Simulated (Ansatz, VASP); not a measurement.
# One calculation of MgSe, two programs

INCAR

```
SYSTEM = MgSe
  PREC = Accurate
  ENCUT = 600
  EDIFF = 1E-6
  ISMEAR = 0
  SIGMA = 0.1
  LREAL = .False.
  LASPH = .True.
  NELM = 120
  ALGO = Normal
  ISIF = 2
  LWAVE = .False.
  LCHARG = .False.
  GGA = PE
  NBANDS = 11
  GGA_COMPAT = .False.
```

File KPOINTS:

```
regular mesh
0
Gamma
  4 4 4
  0 0 0
```

POSCAR

```
MgSe
1.0
    0.0000000000      2.5905845796      2.5905845796
    2.5905845796      0.0000000000      2.5905845796
    2.5905845796      2.5905845796      0.0000000000
Mg Se
1 1
Direct
    0.0000000000      0.0000000000      0.0000000000
    0.5000000000      0.5000000000      0.5000000000
```

Input for Ansatz:

```yaml
crystal:
  lattice:
    - [0.0, 2.5905845796, 2.5905845796]
    - [2.5905845796, 0.0, 2.5905845796]
    - [2.5905845796, 2.5905845796, 0.0]
  atoms:
    - { symbol: Mg, position: [0.0, 0.0, 0.0] }
    - { symbol: Se, position: [0.5, 0.5, 0.5] }
basis:
  ecutwfc: 420
kpoints:
  mp_grid: { grid: [4, 4, 4] }
hamiltonian:
  xc: pbe
scf:
  occupations: { method: gaussian, width: 0.1 }
  mixing: { algorithm: msr1, beta: 0.43, ndim: 3, preconditioner: kerker }
  max_iter: 80
output:
  forces: true
  stress: true
  eigenvalues: true
```

Alike in both runs: task single point; functional PBE; k mesh 4 × 4 × 4; occupations gaussian, width 0.1 eV; no spin polarisation.

|  | VASP | Ansatz |
| --- | --- | --- |
| version | VASP 6.6.1 | Ansatz 0.2.0 |
| potentials or method | VASP PAW PBE potentials, release 64 (Mg, Se), cutoff 600 eV | scalar-relativistic, plane waves, PAW |
| valence electrons in the cell | 8 | 26 |

|  | VASP | Ansatz | Ansatz less VASP |
| --- | --- | --- | --- |
| gap on the k mesh at the Fermi level (eV) | 2.02 | 2.04 | +0.021 |
| least direct gap on the mesh (eV) | 3.73 | 3.74 | +0.004 |
| pressure (GPa) | 16.9 | 16.9 | +0.06 |

VASP's potentials hold 8 valence electrons a cell and Ansatz's 26, so a difference there can come from the potentials and not from the codes.

The k mesh is coarse, so the values compare programs but aren't converged.
